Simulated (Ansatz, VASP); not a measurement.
# WSe2 in VASP and in Ansatz

```
W Se
1.0
     3.29721    0.00000    0.00000
    -1.64861    2.85547    0.00000
     0.00000    0.00000    7.18427
W Se
1 2
Direct
  0.00000 0.00000 0.00000
  0.33333 0.66667 0.23192
  0.33333 0.66667 0.76808
```

Alike in both runs: task single point; functional HSE06; k mesh 6 × 6 × 2; no spin polarisation.

|  | VASP | Ansatz |
| --- | --- | --- |
| version | VASP 6.6.1 | Ansatz 0.2.0 |
| potentials or method | VASP PAW PBE potentials, release 64 (W_sv, Se) | plane waves, PAW |
| plane-wave cutoff (eV) | 520 | 420 |
| occupations | gaussian, width 0.01 eV | fixed |
| valence electrons in the cell | 26 | 46 |

VASP gave:

```
gap on the k mesh at the Fermi level (eV)                     : 1.90
pressure (GPa)                                                : -1.0
traceless stress, the component that is largest in VASP (GPa) : 0.67
rms of the force components (eV/Å)                            : 0.128
```

**Question.** What did Ansatz give for the same quantities?

**Answer.** gap on the k mesh at the Fermi level (eV): 1.90; pressure (GPa): -0.8; traceless stress, the component that is largest in VASP (GPa): 0.73; rms of the force components (eV/Å): 0.113.

Atom by atom the forces differ by 0.015 eV/Å (rms over components). VASP's potentials hold 26 valence electrons a cell and Ansatz's 46, so a difference there can come from the potentials and not from the codes. Ansatz's warnings: stress exchange threshold loose, stress scf threshold loose.

The k mesh is coarse, so the values compare programs but aren't converged. Spin-orbit coupling is off throughout.
